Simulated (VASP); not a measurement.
Here is a VASP 6.6.1 calculation.

The input INCAR:

```
  PREC = Accurate
  ENCUT = 520
  EDIFF = 1E-7
  ISMEAR = 0
  SIGMA = 0.1
  LREAL = False
  LASPH = True
  NELM = 60
  ALGO = Normal
  ISIF = 2
  LWAVE = False
  LCHARG = True
  LDIPOL = True
  IDIPOL = 3
  DIPOL = 0.5 0.5 0.500
  GGA = PS
  LELF = True
  LVHAR = True
  LVACPOTAV = True
  NBANDS = 36
```

Contents of KPOINTS:

```
Automatic mesh
0
Gamma
  12 12 1
```

POSCAR

```
Ag
1.0
    2.8687411794      0.0000000000      0.0000000000
   -1.4343705897      2.4844027382      0.0000000000
    0.0000000000      0.0000000000     24.3576542219
Ag
5
Direct
    0.0000000000      0.0000000000      0.3084718501
    0.6666666667      0.3333333333      0.4044737951
    0.3333333333      0.6666666667      0.4998323861
    0.6666666667      0.3333333333      0.5953921551
    0.3333333333      0.6666666667      0.6917122423
```

Potentials or basis: VASP PAW PBE potentials, release 64 (Ag).

The run is started by

```console
$ cat potpaw_PBE.64/Ag/POTCAR > POTCAR
$ mpirun -np 1 vasp_std > vasp.out
```

Question: What does it give for the largest force?

Answer: 0.005 eV/Å.

Question: Estimate the band gap on the k mesh.

Answer: Zero (an odd number of electrons rules out a gap without spin polarisation).

Forces on the atoms (eV/Å):
```
Ag   0.000  0.000  0.005
Ag   0.000  0.000  0.001
Ag   0.000  0.000  0.000
Ag   0.000  0.000  0.000
Ag   0.000  0.000 -0.005
```

Caveat: the PAW data sets were made with another functional, which shifts forces and pressure a little.
